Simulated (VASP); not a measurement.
# Au (Im-3m) in VASP: a series of runs

The runs below take Au through single point, with RPBE.

Everything below comes from runs of VASP 6.6.1. Logs are shortened: lines on timing, memory, paths and dates and some standing lists are left out, and cuts for length are marked.

## Step 1: The cell of the first run

It takes space group Im-3m (No. 229, cubic). Conventional cell: a = 3.336 Å, b = 3.336 Å, c = 3.336 Å, α = 90.00°, β = 90.00°, γ = 90.00°. Within 3.8 Å of Au (site symmetry m-3m) lie 14 Au at 2.89 to 3.34 Å.

## Step 2: Single point, RPBE

The input, INCAR:

```
SYSTEM = Au
ALGO = Normal
EDIFF = 1E-7
ENCUT = 520
GGA = RP
ISIF = 2
ISMEAR = -1
LASPH = .TRUE.
LCHARG = .FALSE.
LREAL = .FALSE.
LWAVE = .FALSE.
NBANDS = 12
NELM = 100
PREC = Accurate
SIGMA = 0.1
```

The input, KPOINTS:

```
k-points
0
G
  15 15 15
  0 0 0
```

The input, POSCAR:

```
Au
1.0
   -1.6678293393      1.6678293393      1.6678293393
    1.6678293393     -1.6678293393      1.6678293393
    1.6678293393      1.6678293393     -1.6678293393
Au
1
Direct
    0.0000000000      0.0000000000      0.0000000000
```

Potentials or basis: VASP PAW PBE potentials, release 64 (Au).

Command:

```sh
> cat potpaw_PBE.64/Au/POTCAR > POTCAR
> mpirun -np 1 vasp_std > vasp.out
```

OUTCAR:

```text
SYSTEM = Au
   EDIFF = 1E-7
   ENCUT = 520
   GGA = RP
   ISIF = 2
   ISMEAR = -1
   LASPH = .TRUE.
   LREAL = .FALSE.
   NELM = 100
   PREC = Accurate

 ion  position               nearest neighbor table
   1  0.000  0.000  0.000-

  LATTYP: Found a body centered cubic cell.
 ALAT       =     3.3356586786

  Lattice vectors:

 A1 = (  -1.6678293393,   1.6678293393,   1.6678293393)
 A2 = (   1.6678293393,  -1.6678293393,   1.6678293393)
 A3 = (   1.6678293393,   1.6678293393,  -1.6678293393)

Analysis of symmetry for initial positions (statically):
=====================================================================
 Subroutine PRICEL returns:
 Original cell was already a primitive cell.

 Routine SETGRP: Setting up the symmetry group for a
 body centered cubic supercell.

 Subroutine GETGRP returns: Found 48 space group operations
 (whereof 48 operations were pure point group operations)
 out of a pool of 48 trial point group operations.

The static configuration has the point symmetry O_h .

Analysis of symmetry for dynamics (positions and initial velocities):
=====================================================================
 Subroutine PRICEL returns:
 Original cell was already a primitive cell.

 Routine SETGRP: Setting up the symmetry group for a
 body centered cubic supercell.

 Subroutine GETGRP returns: Found 48 space group operations
 (whereof 48 operations were pure point group operations)
 out of a pool of 48 trial point group operations.

The dynamic configuration has the point symmetry O_h .

 Subroutine INISYM returns: Found 48 space group operations
 (whereof 48 operations are pure point group operations),
 and found     1 'primitive' translations

----------------------------------------------------------------------------------------

                                     Primitive cell

  volume of cell :      18.5573

  direct lattice vectors                    reciprocal lattice vectors
    -1.667829339  1.667829339  1.667829339     0.000000000  0.299790865  0.299790865
     1.667829339 -1.667829339  1.667829339     0.299790865  0.000000000  0.299790865
     1.667829339  1.667829339 -1.667829339     0.299790865  0.299790865  0.000000000

  length of vectors
     2.888765154  2.888765154  2.888765154     0.423968307  0.423968307  0.423968307

  position of ions in fractional coordinates (direct lattice)
     0.000000000  0.000000000  0.000000000

  ion indices of the primitive-cell ions
   primitive index   ion index
                 1           1

----------------------------------------------------------------------------------------

 KPOINTS: k-points

Automatic generation of k-mesh.
 Grid dimensions read from file:
 generate k-points for:   15   15   15

 Generating k-lattice:

  Cartesian coordinates                     Fractional coordinates (reciprocal lattice)
     0.000000000  0.019986058  0.019986058     0.066666667  0.000000000  0.000000000
     0.019986058  0.000000000  0.019986058     0.000000000  0.066666667  0.000000000
     0.019986058  0.019986058  0.000000000     0.000000000  0.000000000  0.066666667

  Length of vectors
     0.028264554  0.028264554  0.028264554

  Shift w.r.t. Gamma in fractional coordinates (k-lattice)
     0.000000000  0.000000000  0.000000000

 Subroutine IBZKPT returns following result:
 ===========================================

 Found    120 irreducible k-points:

 Following reciprocal coordinates:
            Coordinates               Weight
  0.000000  0.000000  0.000000      1.000000
  0.066667  0.000000  0.000000     12.000000
  0.133333  0.000000  0.000000     12.000000
  0.200000  0.000000  0.000000     12.000000
  0.266667  0.000000  0.000000     12.000000
  0.333333  0.000000  0.000000     12.000000
[... 16 lines left out ...]
  0.333333  0.200000 -0.000000     48.000000
  0.400000  0.200000 -0.000000     24.000000
 [... further k-points ...]
   k-points           NKPTS =    120   k-points in BZ     NKDIM =    120   number of bands    NBANDS=     12
   number of dos      NEDOS =    301   number of ions     NIONS =      1
   total plane-waves  NPLWV =  13824
   dimension x,y,z NGX =    24 NGY =   24 NGZ =   24
   dimension x,y,z NGXF=    48 NGYF=   48 NGZF=   48
   ions per type =               1
   NGX,Y,Z   is equivalent  to a cutoff of  13.81, 13.81, 13.81 a.u.
   NGXF,Y,Z  is equivalent  to a cutoff of  27.62, 27.62, 27.62 a.u.
 SYSTEM =  Au
   PREC   = accura    normal or accurate (medium, high low for compatibility)
   ISTART =      0    job   : 0-new  1-cont  2-samecut
   ICHARG =      2    charge: 1-file 2-atom 10-const
   ISPIN  =      1    spin polarized calculation?
   LNONCOLLINEAR =      F non collinear calculations
   LSORBIT =      F    spin-orbit coupling
   LASPH  =      T    aspherical Exc in radial PAW
   ENCUT  =  520.0 eV  38.22 Ry    6.18 a.u.   5.37  5.37  5.37*2*pi/ulx,y,z
   NELM   =    100;   NELMIN=  2; NELMDL= -5     # of ELM steps
   EDIFF  = 0.1E-06   stopping-criterion for ELM
   LREAL  =      F    real-space projection
   EDIFFG = 0.1E-05   stopping-criterion for IOM
   NSW    =      0    number of steps for IOM
   IBRION =     -1    ionic relax: 0-MD 1-quasi-New 2-CG
   NFREE  =      0    steps in history (QN), initial steepest desc. (CG)
   ISIF   =      2    stress and relaxation
   ISYM   =      2    0-nonsym 1-usesym 2-fastsym
   POTIM  = 0.5000    time-step for ionic-motion
   TEBEG  =    0.0;   TEEND  =   0.0 temperature during run
   PSTRESS=    0.0 pullay stress
   NELECT =      11.0000    total number of electrons
   NUPDOWN=      -1.0000    fix difference up-down
   EMIN   =  10.00;   EMAX   =-10.00  energy-range for DOS
   EFERMI =   0.00;   METHOD = LEGACY
   ISMEAR =    -1;   SIGMA  =   0.10  broadening in eV -4-tet -1-fermi 0-gaus
   EFERMI_NEDOS =   21; number of points for ismear=-14 and -15
   IALGO  =     38    algorithm
   IMIX   =      4    mixing-type and parameters
     AMIX     =   0.40;   BMIX     =  1.00
     AMIX_MAG =   1.60;   BMIX_MAG =  1.00
  volume/ion in A,a.u.               =      18.56       125.23
  Fermi-wavevector in a.u.,A,eV,Ry     =   1.375205  2.598761 25.731187  1.891189
  Thomas-Fermi vector in A             =   2.500562
   LORBIT       =      0    0 simple, 1 ext, 2 COOP (PROOUT), +10 PAW based schemes
   GGA     = RP    functional components
   LHFCALC =     F    Hartree Fock is set to
   AEXX    =    0.0000 exact exchange contribution
   IVDW    =     0    specifies the selected vdW correction
   LEPSILON=     F    determine dielectric tensor
   LRPA    =     F    only Hartree local field effects (RPA)
 non-spin polarized calculation
  energy-cutoff  :      520.00
  volume of cell :       18.56
 maximum number of plane-waves:       531
 NGX is ok and might be reduce to    24
   NGX = 11   NGY = 11   NGZ = 11

 number of electron      10.9999999 magnetization

 Free energy of the ion-electron system (eV)
  ---------------------------------------------------
  ext. energy  EPLUGINS =         0.00000000
  ---------------------------------------------------
  free energy    TOTEN  =        -2.62197465 eV

  energy without entropy =       -2.61143846  energy(sigma->0) =       -2.61670656

 E-fermi :   8.1557     XC(G=0): -12.1157

 val. band max:        7.9576705647   @ k =   0.2667   0.2000  -0.0000
 cond. band min:       8.1584043274   @ k =  -0.4000   0.4667   0.0667
 fundamental gap:      0.2007337627
 Fermi energy:         8.1556885155

 k-point     1 :       0.0000    0.0000    0.0000
  band No.  band energies     occupation
      1      -0.7117      2.00000
      2       3.8067      2.00000
      3       3.8067      2.00000
      4       3.8067      2.00000
      5       5.4807      2.00000
      6       5.4807      2.00000
      7      24.7104      0.00000
      8      24.7104      0.00000
      9      24.7104      0.00000
     10      31.1126      0.00000
     11      31.1126      0.00000
     12      31.1126      0.00000

 k-point     2 :       0.0667    0.0000    0.0000
  band No.  band energies     occupation
      1      -0.5596      2.00000
      2       3.7618      2.00000
      3       3.8118      2.00000
      4       3.9085      2.00000
      5       5.4280      2.00000
      6       5.4839      2.00000
      7      24.6319      0.00000
      8      24.7335      0.00000
      9      24.8921      0.00000
     10      29.6041      0.00000
     11      29.7265      0.00000
     12      30.5415      0.00000

 k-point     3 :       0.1333    0.0000    0.0000
  band No.  band energies     occupation
      1      -0.1202      2.00000
      2       3.6375      2.00000
      3       3.8228      2.00000
      4       4.2054      2.00000
      5       5.3100      2.00000
      6       5.4945      2.00000
      7      23.9120      0.00000
      8      24.5699      0.00000
      9      25.4136      0.00000
     10      27.8377      0.00000
     11      28.5891      0.00000
     12      29.1051      0.00000
[... 286 lines left out ...]
 k-point    23 :       0.3333    0.2000   -0.0000
  band No.  band energies     occupation
      1       2.3721      2.00000
      2       3.1548      2.00000
      3       4.4218      2.00000
      4       5.3361      2.00000
      5       5.8474      2.00000
      6       9.3415      0.00001
      7      12.9634      0.00000
      8      17.4153      0.00000
      9      21.8467      0.00000
     10      28.0717      0.00000
     11      30.0978      0.00000
     12      32.9069      0.00000

 k-point    24 :       0.4000    0.2000   -0.0000
  band No.  band energies     occupation
      1       2.3577      2.00000
      2       3.1282      2.00000
      3       4.5677      2.00000
      4       5.3606      2.00000
      5       5.9490      2.00000
      6      10.7882      0.00000
      7      11.2411      0.00000
      8      17.1264      0.00000
      9      21.7046      0.00000
     10      28.4169      0.00000
     11      29.7887      0.00000
     12      32.8546      0.00000

 [... further k-points ...]
[... 5 lines left out ...]
  --------------------------------------------------------------------------------------
  -------------------------------------------------------------------------------------
  Total        0.0112515      0.0112515      0.0112515      0.0000000      0.0000000      0.0000000
  in kB        0.9714176      0.9714176      0.9714176      0.0000000      0.0000000      0.0000000
  external PRESSURE =       0.9714176 kB  Pullay stress =       0.0000000 kB

 VOLUME and BASIS-vectors are now :
 -----------------------------------------------------------------------------
  energy-cutoff  :      520.00
  volume of cell :       18.56
      direct lattice vectors                 reciprocal lattice vectors
    -1.667829339  1.667829339  1.667829339     0.000000000  0.299790865  0.299790865
     1.667829339 -1.667829339  1.667829339     0.299790865  0.000000000  0.299790865
     1.667829339  1.667829339 -1.667829339     0.299790865  0.299790865  0.000000000

 POSITION                                       TOTAL-FORCE (eV/Angst)
 -----------------------------------------------------------------------------------
      0.00000      0.00000      0.00000         0.000000      0.000000      0.000000
 -----------------------------------------------------------------------------------
    total drift:                               -0.000000      0.000000      0.000000

  FREE ENERGIE OF THE ION-ELECTRON SYSTEM (eV)
  ---------------------------------------------------
  free  energy   TOTEN  =        -2.6219746521 eV

  energy  without entropy=       -2.6114384594  energy(sigma->0) =       -2.61670656
```

It took 13 s on 1 thread of Intel Xeon Platinum 8259CL at 2.50GHz (Skylake/Cascade Lake), shared host; peak memory 0.16 GiB.

Results:

| Quantity | Value |
| --- | --- |
| Free energy | -2.6220 eV |
| Pressure | 0.1 GPa |

Caveat: the PAW data sets were made with another functional, which shifts forces and pressure a little; spin-orbit coupling is left out, which moves the levels of the heavy elements.

## Step 3: Single point, RPBE (volume scaled by 1.04)

The input, INCAR:

```
PREC = Accurate
ENCUT = 520
EDIFF = 1E-6
ISMEAR = -1
SIGMA = 0.1
LREAL = F
LASPH = T
NELM = 100
ALGO = Normal
ISIF = 2
LWAVE = F
LCHARG = F
GGA = RP
NBANDS = 12
```

The input, KPOINTS:

```
Automatic mesh
0
Gamma
  15 15 15
```

The input, POSCAR:

```
Au
1.0
   -1.6897769791      1.6897769791      1.6897769791
    1.6897769791     -1.6897769791      1.6897769791
    1.6897769791      1.6897769791     -1.6897769791
Au
1
Direct
    0.0000000000      0.0000000000      0.0000000000
```

Potentials or basis: VASP PAW PBE potentials, release 64 (Au).

Command:

```sh
> cat potpaw_PBE.64/Au/POTCAR > POTCAR
> mpirun -np 1 vasp_std > vasp.out
```

Run time: 12 s. Hardware: 1 thread of Intel Xeon Platinum 8259CL at 2.50GHz (Skylake/Cascade Lake), shared host; peak memory 0.16 GiB.

It converged, with:

```
Free energy : -2.6130 eV
Pressure    : -4.0 GPa
```

Levels at points of the mesh, in eV from the Fermi level:
| k point | band 3 | band 4 | band 5 | band 6 | band 7 | band 8 |
| --- | --- | --- | --- | --- | --- | --- |
| (0.00, 0.00, 0.00) | -4.17 | -4.17 | -2.60 | -2.60 | 16.51 | 16.51 |

Caveat: the PAW data sets were made with another functional, which shifts forces and pressure a little; spin-orbit coupling is left out, which moves the levels of the heavy elements.

## Step 4: Single point, RPBE (volume scaled by 1.12)

Changes to INCAR since step 3:

```diff
@@ -11,4 +11,6 @@
 LWAVE = F
-LCHARG = F
+LCHARG = T
 GGA = RP
+LELF = T
+LVHAR = T
 NBANDS = 12
```

The input, KPOINTS:

```
regular mesh
0
Gamma
  15 15 15
```

The input, POSCAR:

```
Au
1.0
   -1.7320388015      1.7320388015      1.7320388015
    1.7320388015     -1.7320388015      1.7320388015
    1.7320388015      1.7320388015     -1.7320388015
Au
1
Direct
    0.0000000000      0.0000000000      0.0000000000
```

Command:

```sh
> cat potpaw_PBE.64/Au/POTCAR > POTCAR
> mpirun -np 1 vasp_std > vasp.out
```

It took 13 s on 1 thread of Intel Xeon Platinum 8259CL at 2.50GHz (Skylake/Cascade Lake), shared host; peak memory 0.15 GiB.

Results (log left out):

- Free energy: -2.5495 eV
- Pressure: -9.4 GPa

Levels at points of the mesh, in eV from the Fermi level:
| k point | band 3 | band 4 | band 5 | band 6 | band 7 | band 8 |
| --- | --- | --- | --- | --- | --- | --- |
| (0.00, 0.00, 0.00) | -3.86 | -3.86 | -2.48 | -2.48 | 16.39 | 16.39 |

Caveat: the PAW data sets were made with another functional, which shifts forces and pressure a little; spin-orbit coupling is left out, which moves the levels of the heavy elements.

## Step 5: The runs side by side

| cell | gap on the mesh (eV) | pressure (GPa) |
| --- | --- | --- |
| a = 2.889 Å, angles 109.5°, 1 atom | none | 0.1 |
| a = 2.927 Å, angles 109.5°, 1 atom | none | -4.0 |
| a = 3.000 Å, angles 109.5°, 1 atom | none | -9.4 |

Alike in all rows: task single point; level RPBE; potentials or basis VASP PAW PBE potentials, release 64 (Au); no spin polarisation; k mesh 15 × 15 × 15; cutoff (eV) 520; smearing fermi-dirac 0.1 eV.

Caveats: the PAW data sets were made with another functional, which shifts forces and pressure a little; spin-orbit coupling is left out, which moves the levels of the heavy elements.

Absolute energies hang on the potentials; compare differences alone.
